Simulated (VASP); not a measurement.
Ba2Y3Si4, 9 atoms in the cell. The cell holds a slab with vacuum, 9 atoms: a = 3.542 Å, b = 3.542 Å, c = 33.389 Å, α = 90.00°, β = 90.00°, γ = 120.00°. The cell was generated, and may not be a known phase.

| Property | Result |
| --- | --- |
| Program | VASP 6.6.1 |
| Task | single point |
| Functional | PBE |
| Potentials or basis | VASP PAW PBE potentials, release 64 (Ba_sv, Y_sv, Si) |
| Cutoff | 520 eV |
| k mesh | 12 × 12 × 2 |
| Occupations | gaussian, width 0.1 eV |
| Spin | no spin polarisation |
| Dipole correction | no |
| Further INCAR settings | ALGO = Fast; EDIFF = 1e-06; NBANDS = 44 |

Potentials or basis: VASP PAW PBE potentials, release 64 (Ba_sv, Y_sv, Si).

Command:

```bash
$ cat potpaw_PBE.64/Ba_sv/POTCAR potpaw_PBE.64/Y_sv/POTCAR potpaw_PBE.64/Si/POTCAR > POTCAR
$ mpirun -np 1 vasp_std > vasp.out
```

Hardware: 1 thread of Intel(R) Xeon(R) 6975P-C (Granite Rapids), on a shared host.

Task: How long does it take, and how much memory?

Result: Run time: 26 min on 1 thread of Intel(R) Xeon(R) 6975P-C (Granite Rapids) (shared host), peak memory 0.82 GiB. Counts: scf iterations 44, k points 38.
